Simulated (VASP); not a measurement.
# Zn: single point with LDA

The system is Zn.

```
CELL_PARAMETERS angstrom
2.72237 0.00000 0.00000
-1.36118 2.35764 0.00000
0.00000 0.00000 5.06340
ATOMIC_POSITIONS crystal
Zn 0.66667 0.33333 0.75000
Zn 0.33333 0.66667 0.25000
```

```
Program             : VASP 6.6.1
Task                : single point
Functional          : LDA
Potentials or basis : VASP PAW LDA potentials, release 64 (Zn)
Cutoff              : 520 eV
k mesh              : 11 × 11 × 6
Occupations         : fermi-dirac, width 0.05 eV
Spin                : no spin polarisation
```

* Pressure: -11.2 GPa
* Band gap on the k mesh: zero (band 12 reaches 4.10 eV, above the bottom of band 13 at -0.75 eV)

Stress tensor (GPa, compression positive):
```
-12.09   0.00   0.00
  0.00 -12.09   0.00
  0.00   0.00  -9.42
```

Levels at points of the mesh, in eV from the Fermi level:
```
           k point  band 8  band 9  band 10  band 11  band 12  band 13  band 14  band 15  band 16  band 17
(0.00, 0.00, 0.00)   -7.14   -7.14    -6.96    -6.96    -3.17    -3.04    12.99    16.57    16.57    16.70
(0.00, 0.00, 0.50)   -7.33   -7.04    -7.04    -7.04    -7.04     4.45     4.45    17.75    17.75    17.75
```

Wall time 18 s on 1 thread of Intel(R) Xeon(R) Platinum 8488C (Sapphire Rapids) (shared host), peak memory 0.14 GiB.
